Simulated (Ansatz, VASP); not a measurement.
**CsO: VASP beside Ansatz**

INCAR

```
SYSTEM = CsO
PREC = Accurate
ENCUT = 520
EDIFF = 1E-7
ISMEAR = 0
SIGMA = 0.05
LREAL = .FALSE.
LASPH = .TRUE.
NELM = 60
ALGO = Normal
ISIF = 2
LWAVE = .FALSE.
LCHARG = .FALSE.
GGA = CA
NBANDS = 23
```

Contents of KPOINTS:

```
regular mesh
0
G
  8 8 8
  0 0 0
```

POSCAR

```
CsO
1.0
   -2.2258300000      3.1185500000      3.7585000000
    2.2258300000     -3.1185500000      3.7585000000
    2.2258300000      3.1185500000     -3.7585000000
Cs O
2 2
Direct
    0.2500000000      0.2500000000      0.0000000000
    0.7500000000      0.7500000000      0.0000000000
    0.6200000000      0.0000000000      0.6200000000
    0.3800000000      0.0000000000      0.3800000000
```

Input for Ansatz:

```yaml
crystal:
  lattice:
    - [-2.22583, 3.11855, 3.7585]
    - [2.22583, -3.11855, 3.7585]
    - [2.22583, 3.11855, -3.7585]
  atoms:
    - { symbol: Cs, position: [0.25, 0.25, 0.0] }
    - { symbol: Cs, position: [0.75, 0.75, 0.0] }
    - { symbol: O, position: [0.62, 0.0, 0.62] }
    - { symbol: O, position: [0.38, 0.0, 0.38] }
basis:
  ecutwfc: 420
kpoints:
  mp_grid: { grid: [8, 8, 8] }
hamiltonian:
  xc: lda
scf:
  occupations: { method: gaussian, width: 0.05 }
output:
  forces: true
  stress: true
  eigenvalues: true
```

Change from the starting cell: strain +0.0300 x Voigt [1, -1, 0, 0, 0, 0], atoms carried along.

Alike in both runs: task single point; functional LDA; k mesh 8 × 8 × 8; occupations gaussian, width 0.05 eV; no spin polarisation.

|  | VASP | Ansatz |
| --- | --- | --- |
| version | VASP 6.6.1 | Ansatz 0.2.0 |
| potentials or method | VASP PAW LDA potentials, release 64 (Cs_sv, O), cutoff 520 eV | scalar-relativistic, plane waves, PAW |
| valence electrons in the cell | 30 | 30 |

|  | VASP | Ansatz | Ansatz less VASP |
| --- | --- | --- | --- |
| gap on the k mesh at the Fermi level (eV) | 1.45 | 1.45 | +0.002 |
| least direct gap on the mesh (eV) | 1.52 | 1.51 | -0.015 |
| pressure (GPa) | -2.9 | -3.3 | -0.37 |
| traceless stress, the component that is largest in VASP (GPa) | 0.44 | 0.10 | -0.343 |
| rms of the force components (eV/Å) | 0.190 | 0.286 | +0.0965 |

LDA's correlation is that of Perdew and Zunger in VASP and of Perdew and Wang (1992) in Ansatz. Atom by atom the forces differ by 0.108 eV/Å (rms over components).

Spin-orbit coupling is off throughout.
